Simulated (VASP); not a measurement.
# ZnSe3 (I4/mmm) in VASP: notebook

Runs on ZnSe3. Level: PBE. Tasks: single point, relaxation of cell and atoms.

Everything below comes from runs of VASP 6.6.1. Logs are shortened: lines on timing, memory, paths and dates and some standing lists are left out, and cuts for length are marked.

## 1. The cell of the first run

The structure is tetragonal, space group I4/mmm (No. 139). The conventional cell has a = 5.371 Å, b = 5.371 Å, c = 6.623 Å, α = 90.00°, β = 90.00°, γ = 90.00°. Within 3.5 Å of Zn (site symmetry 4/mmm) lie 6 Se at 2.69 to 3.31 Å. Within 3.5 Å of Se (site symmetry mmm) lie 2 Zn at 2.69 Å and 4 Se at 2.69 to 3.31 Å. Se (site symmetry 4/mmm) has 4 Se at 2.69 Å and 2 Zn at 3.31 Å within 3.5 Å.

## 2. Single point, PBE

INCAR

```
SYSTEM = ZnSe3
PREC = Accurate
ENCUT = 500
EDIFF = 1E-6
ISMEAR = 0
SIGMA = 0.1
LREAL = .False.
LASPH = .True.
NELM = 120
ALGO = Normal
ISIF = 2
LWAVE = .False.
LCHARG = .False.
GGA = PE
NBANDS = 23
GGA_COMPAT = .False.
```

KPOINTS

```
Automatic mesh
0
Gamma
  4 4 4
  0 0 0
```

POSCAR

```
ZnSe3
1.0
   -2.6853216000      2.6853216000      3.3113171900
    2.6853216000     -2.6853216000      3.3113171900
    2.6853216000      2.6853216000     -3.3113171900
Zn Se
1 3
Direct
    0.5000000000      0.5000000000      0.0000000000
    0.5000000000      0.0000000000      0.5000000000
    0.0000000000      0.5000000000      0.5000000000
    0.0000000000      0.0000000000      0.0000000000
```

Potentials or basis: VASP PAW PBE potentials, release 64 (Zn, Se).

Run with:

```sh
$ cat potpaw_PBE.64/Zn/POTCAR potpaw_PBE.64/Se/POTCAR > POTCAR
$ mpirun -np 1 vasp_std > vasp.out
```

OUTCAR:

```text
SYSTEM = ZnSe3
   PREC = Accurate
   ENCUT = 500
   EDIFF = 1E-6
   ISMEAR = 0
   LREAL = .False.
   LASPH = .True.
   NELM = 120
   ISIF = 2
   GGA = PE

 ion  position               nearest neighbor table
   1  0.500  0.500  0.000-   2 2.69   3 2.69   2 2.69   3 2.69
   2  0.500  0.000  0.500-   1 2.69   4 2.69   1 2.69   4 2.69
   3  0.000  0.500  0.500-   1 2.69   4 2.69   4 2.69   1 2.69
   4  0.000  0.000  0.000-   2 2.69   3 2.69   3 2.69   2 2.69

  LATTYP: Found a body centered tetragonal cell.
 ALAT       =     5.3706432000
 C/A-ratio  =     1.2331175491

  Lattice vectors:

 A1 = (  -2.6853216000,   2.6853216000,   3.3113171900)
 A2 = (   2.6853216000,  -2.6853216000,   3.3113171900)
 A3 = (   2.6853216000,   2.6853216000,  -3.3113171900)

Analysis of symmetry for initial positions (statically):
=====================================================================
 Subroutine PRICEL returns:
 Original cell was already a primitive cell.

 Routine SETGRP: Setting up the symmetry group for a
 body centered tetragonal supercell.

 Subroutine GETGRP returns: Found 16 space group operations
 (whereof 16 operations were pure point group operations)
 out of a pool of 16 trial point group operations.

The static configuration has the point symmetry D_4h.

Analysis of symmetry for dynamics (positions and initial velocities):
=====================================================================
 Subroutine PRICEL returns:
 Original cell was already a primitive cell.

 Routine SETGRP: Setting up the symmetry group for a
 body centered tetragonal supercell.

 Subroutine GETGRP returns: Found 16 space group operations
 (whereof 16 operations were pure point group operations)
 out of a pool of 16 trial point group operations.

The dynamic configuration has the point symmetry D_4h.

 Subroutine INISYM returns: Found 16 space group operations
 (whereof 16 operations are pure point group operations),
 and found     1 'primitive' translations

----------------------------------------------------------------------------------------

                                     Primitive cell

  volume of cell :      95.5110

  direct lattice vectors                    reciprocal lattice vectors
    -2.685321600  2.685321600  3.311317190     0.000000000  0.186197437  0.150997314
     2.685321600 -2.685321600  3.311317190     0.186197437  0.000000000  0.150997314
     2.685321600  2.685321600 -3.311317190     0.186197437  0.186197437  0.000000000

  length of vectors
[... 74 lines left out ...]
   EDIFF  = 0.1E-05   stopping-criterion for ELM
   LREAL  =      F    real-space projection
   EDIFFG = 0.1E-04   stopping-criterion for IOM
   NSW    =      0    number of steps for IOM
   IBRION =     -1    ionic relax: 0-MD 1-quasi-New 2-CG
   NFREE  =      0    steps in history (QN), initial steepest desc. (CG)
   ISIF   =      2    stress and relaxation
   ISYM   =      2    0-nonsym 1-usesym 2-fastsym
   POTIM  = 0.5000    time-step for ionic-motion
   TEBEG  =    0.0;   TEEND  =   0.0 temperature during run
   PSTRESS=    0.0 pullay stress
   NELECT =      30.0000    total number of electrons
   NUPDOWN=      -1.0000    fix difference up-down
   EMIN   =  10.00;   EMAX   =-10.00  energy-range for DOS
   EFERMI =   0.00;   METHOD = LEGACY
   ISMEAR =     0;   SIGMA  =   0.10  broadening in eV -4-tet -1-fermi 0-gaus
   EFERMI_NEDOS =   21; number of points for ismear=-14 and -15
   IALGO  =     38    algorithm
   IMIX   =      4    mixing-type and parameters
     AMIX     =   0.40;   BMIX     =  1.00
     AMIX_MAG =   1.60;   BMIX_MAG =  1.00
  volume/ion in A,a.u.               =      23.88       161.14
  Fermi-wavevector in a.u.,A,eV,Ry     =   1.112835  2.102953 16.849479  1.238402
  Thomas-Fermi vector in A             =   2.249413
   LORBIT       =      0    0 simple, 1 ext, 2 COOP (PROOUT), +10 PAW based schemes
   GGA     = PE    functional components
   LHFCALC =     F    Hartree Fock is set to
   AEXX    =    0.0000 exact exchange contribution
   IVDW    =     0    specifies the selected vdW correction
   LEPSILON=     F    determine dielectric tensor
   LRPA    =     F    only Hartree local field effects (RPA)
 non-spin polarized calculation
 Gauss-broadening in eV      SIGMA  =   0.10
  energy-cutoff  :      500.00
  volume of cell :       95.51
 maximum number of plane-waves:      2440
 NGX is ok and might be reduce to    40
   NGX = 19   NGY = 19   NGZ = 19

 number of electron      30.0000017 magnetization

 Free energy of the ion-electron system (eV)
  ---------------------------------------------------
  ext. energy  EPLUGINS =         0.00000000
  ---------------------------------------------------
  free energy    TOTEN  =       -11.74012894 eV

  energy without entropy =      -11.71681519  energy(sigma->0) =      -11.72847207

 E-fermi :   2.6269     XC(G=0):  -9.4790

 val. band max:        2.6097705845   @ k =   0.5000  -0.0000   0.0000
 cond. band min:       2.6539727115   @ k =   0.5000   0.5000   0.5000
 fundamental gap:      0.0442021270
 Fermi energy:         2.6268931992

 k-point     1 :       0.0000    0.0000    0.0000
  band No.  band energies     occupation
      1     -12.0141      2.00000
      2      -9.2773      2.00000
      3      -7.8770      2.00000
      4      -4.0642      2.00000
      5      -4.0642      2.00000
      6      -4.0555      2.00000
[... 327 lines left out ...]
     22      10.6190      0.00000
     23      11.9631      0.00000

------------------------ aborting loop because EDIFF is reached ----------------------------------------

  FORCE on cell =-STRESS in cart. coord.  units (eV):
  Direction    XX          YY          ZZ          XY          YZ          ZX
  --------------------------------------------------------------------------------------
  -------------------------------------------------------------------------------------
  Total       -0.6263720     -0.6263720     -3.8093532      0.0000000      0.0000000      0.0000000
  in kB      -10.5072609    -10.5072609    -63.9011148      0.0000000      0.0000000      0.0000000
  external PRESSURE =     -28.3052122 kB  Pullay stress =       0.0000000 kB

 VOLUME and BASIS-vectors are now :
 -----------------------------------------------------------------------------
  energy-cutoff  :      500.00
  volume of cell :       95.51
      direct lattice vectors                 reciprocal lattice vectors
    -2.685321600  2.685321600  3.311317190     0.000000000  0.186197437  0.150997314
     2.685321600 -2.685321600  3.311317190     0.186197437  0.000000000  0.150997314
     2.685321600  2.685321600 -3.311317190     0.186197437  0.186197437  0.000000000

 POSITION                                       TOTAL-FORCE (eV/Angst)
 -----------------------------------------------------------------------------------
      0.00000      0.00000      3.31132         0.000000     -0.000000      0.000000
      0.00000      2.68532      0.00000        -0.000000      0.000000     -0.000000
      2.68532      0.00000      0.00000        -0.000000      0.000000     -0.000000
      0.00000      0.00000      0.00000        -0.000000      0.000000     -0.000000
 -----------------------------------------------------------------------------------
    total drift:                               -0.000000     -0.000000      0.000000

  FREE ENERGIE OF THE ION-ELECTRON SYSTEM (eV)
  ---------------------------------------------------
  free  energy   TOTEN  =       -11.7401289405 eV

  energy  without entropy=      -11.7168151906  energy(sigma->0) =      -11.72847207
```

OSZICAR:

```text
N       E                     dE             d eps       ncg     rms          rms(c)
DAV:   1     0.178424488595E+03    0.17842E+03   -0.12904E+04   598   0.127E+03
DAV:   2     0.483792080403E+01   -0.17359E+03   -0.16243E+03   620   0.279E+02
DAV:   3    -0.117564301071E+02   -0.16594E+02   -0.16233E+02   775   0.839E+01
DAV:   4    -0.120556021662E+02   -0.29917E+00   -0.29868E+00   668   0.114E+01
DAV:   5    -0.120576517625E+02   -0.20496E-02   -0.20494E-02   746   0.975E-01    0.588E+00
DAV:   6    -0.117725635846E+02    0.28509E+00   -0.63157E-01   712   0.198E+01    0.395E+00
DAV:   7    -0.117401291013E+02    0.32434E-01   -0.20991E-01   703   0.304E+00    0.141E+00
DAV:   8    -0.117400447192E+02    0.84382E-04   -0.94999E-03   689   0.662E-01    0.323E-01
DAV:   9    -0.117400497220E+02   -0.50028E-05   -0.15377E-03   689   0.313E-01    0.502E-02
DAV:  10    -0.117401105194E+02   -0.60797E-04   -0.22095E-04   689   0.151E-01    0.282E-02
DAV:  11    -0.117401283660E+02   -0.17847E-04   -0.21942E-05   682   0.390E-02    0.524E-03
DAV:  12    -0.117401289405E+02   -0.57446E-06   -0.40072E-06   627   0.136E-02
   1 F= -.11740129E+02 E0= -.11728472E+02  d E =-.233137E-01
```

stdout:

```text
POSCAR found type information on POSCAR ZnSe
 POSCAR found :  2 types and       4 ions
 scaLAPACK will be used
 LDA part: xc-table for (Slater+PW92), standard interpolation
 POSCAR, INCAR and KPOINTS ok, starting setup
 FFT: planning ... GRIDC
 FFT: planning ... GRID_SOFT
 FFT: planning ... GRID
 WAVECAR not read
 entering main loop
```

Run time: 18 s. Hardware: 1 thread of Intel Xeon Platinum 8559C (Emerald Rapids), shared host; peak memory 0.24 GiB.

Results:

| Property | Result |
| --- | --- |
| Free energy | -11.7401 eV |
| Pressure | -2.8 GPa |
| Band gap on the k mesh | zero (band 15 reaches 3.57 eV, above the bottom of band 16 at 2.04 eV) |

Levels at points of the mesh, in eV from the Fermi level:
```csv
k point,band 13,band 14,band 15,band 16,band 17,band 18
"(0.00, 0.00, 0.00)",-2.49,-1.85,-1.15,0.62,4.38,4.38
"(0.50, 0.00, 0.00)",-1.86,-1.11,-0.97,-0.02,3.38,3.91
"(0.50, 0.50, 0.00)",-1.03,-0.97,-0.57,-0.27,0.81,4.14
"(0.50, 0.50, 0.50)",-2.04,-0.88,0.03,1.09,4.70,4.70
```

Caveat: the k points lie up to 0.41 Å⁻¹ apart.

## 3. Relaxation of cell and atoms, PBE

INCAR

```
SYSTEM = ZnSe3
PREC = Accurate ; ENCUT = 500
EDIFF = 1E-7 ; ISMEAR = 0
SIGMA = 0.1 ; LREAL = .False.
LASPH = .True. ; NELM = 120
ALGO = Normal ; ISIF = 3
LWAVE = .False. ; LCHARG = .False.
GGA = PE ; IBRION = 2
NSW = 90 ; EDIFFG = -0.04
GGA_COMPAT = .False. ; NELMIN = 4
```

KPOINTS

```
regular mesh
0
Gamma
  4 4 4
  0 0 0
```

POSCAR is that of step 2.

Potentials or basis: VASP PAW PBE potentials, release 64 (Zn, Se).

Run with:

```sh
$ cat potpaw_PBE.64/Zn/POTCAR potpaw_PBE.64/Se/POTCAR > POTCAR
$ mpirun -np 1 vasp_std > vasp.out
```

Run time: 2 min. Hardware: 1 thread of Intel Xeon Platinum 8559C (Emerald Rapids), shared host; peak memory 0.25 GiB.

The run converged. Its results:

```
Free energy                            : -12.1268 eV
Relaxed volume                         : 21.00 Å³/atom
Relaxed cell                           : a = 4.781 Å, b = 4.781 Å, c = 4.781 Å, α = 110.72°, β = 110.72°, γ = 107.01°
Space group after relaxing (to 0.05 Å) : I4/mmm (No. 139)
Energy gained by relaxing              : 96.7 meV/atom
Ionic steps                            : 8
Pressure after relaxing                : 0.1 GPa
Band gap on the k mesh                 : zero (band 15 reaches 5.48 eV, above the bottom of band 16 at 2.88 eV)
```

Stress tensor (GPa, compression positive):
```
 0.23  0.00  0.00
 0.00  0.23  0.00
 0.00  0.00 -0.21
```

The path:
| step | energy change (eV) | largest force (eV/Å) | pressure (GPa) | volume (Å³) |
| --- | --- | --- | --- | --- |
| 1 | 0.0000 | 0.0000 | -2.84 | 95.51 |
| 2 | -0.1833 | 0.0000 | -1.09 | 89.74 |
| 3 | -0.0147 | 0.0000 | 12.62 | 73.27 |
| 4 | -0.3038 | 0.0000 | 1.59 | 84.20 |
| 5 | -0.3142 | 0.0000 | 3.16 | 81.90 |
| 6 | -0.3639 | 0.0000 | 2.43 | 81.49 |
| 7 | -0.3680 | 0.0000 | 2.38 | 81.34 |
| 8 | -0.3867 | 0.0000 | 0.08 | 83.99 |

Final structure:
```
CELL_PARAMETERS angstrom
-2.71747 2.71747 2.84324
2.71747 -2.71747 2.84324
2.71747 2.71747 -2.84324
ATOMIC_POSITIONS crystal
Zn 0.50000 0.50000 0.00000
Se 0.50000 0.00000 0.50000
Se 0.00000 0.50000 0.50000
Se 0.00000 0.00000 0.00000
```

Levels at points of the mesh, in eV from the Fermi level:
```csv
k point,band 12,band 13,band 14,band 15,band 16,band 17,band 18,band 19
"(0.00, 0.00, 0.00)",-3.78,-3.78,-3.59,-2.14,1.62,2.86,2.86,2.97
"(0.50, 0.00, 0.00)",-3.24,-2.84,-2.53,-2.23,-1.11,2.81,2.96,3.35
"(0.50, 0.50, 0.00)",-3.02,-2.64,-2.49,-2.05,-1.18,1.95,3.07,3.43
"(0.50, 0.50, 0.50)",-2.79,-2.79,-2.25,-1.71,2.16,3.12,3.12,5.74
```

Caveat: the k points lie up to 0.41 Å⁻¹ apart in the final cell.
